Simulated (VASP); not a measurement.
Set up this calculation in VASP 6.6.1, as the native input.

```
Task                   : single point
Functional             : PBE
Potentials or basis    : VASP PAW PBE potentials, release 64 (Si)
Cutoff                 : 500 eV
k mesh                 : 6 × 6 × 6
Occupations            : gaussian, width 0.1 eV
Spin                   : no spin polarisation
Dipole correction      : no
Further INCAR settings : ALGO = Normal; EDIFF = 1e-06; NBANDS = 11
```

The structure of Si lies in POSCAR:

```
Si
1.0
    0.0000000000      2.7609679891      2.7609679891
    2.7609679891      0.0000000000      2.7609679891
    2.7609679891      2.7609679891      0.0000000000
Si
2
Direct
    0.7500000000      0.7500000000      0.7500000000
    0.5000000000      0.5000000000      0.5000000000
```

These files were run (other wordings do the same):

INCAR

```
PREC     = Accurate       # precision mode
ENCUT    = 500            # plane-wave cutoff, eV
EDIFF    = 1E-6           # SCF threshold, eV
ISMEAR   = 0              # smearing method
SIGMA    = 0.1            # smearing width, eV
LREAL    = False          # projectors in reciprocal space
LASPH    = True           # aspherical terms in the spheres
NELM     = 120            # most SCF steps
ALGO     = Normal         # electronic algorithm
ISIF     = 2              # what is computed and relaxed
LWAVE    = False          # write WAVECAR
LCHARG   = False          # write CHGCAR
GGA      = PE             # functional
NBANDS   = 11             # bands
GGA_COMPAT= False
```

KPOINTS

```
regular mesh
0
Gamma
  6 6 6
```

Potentials or basis: VASP PAW PBE potentials, release 64 (Si).

Command:

```bash
$ cat potpaw_PBE.64/Si/POTCAR > POTCAR
$ mpirun -np 1 vasp_std > vasp.out
```

Results of the run:

| Item | Value |
| --- | --- |
| Pressure | -2.4 GPa |
| Band gap on the k mesh | 0.80 eV, indirect (least direct gap 2.52 eV) |

It took 13 s on 1 thread of Intel Xeon 8259CL, with other jobs on the host, peak memory 0.14 GiB.
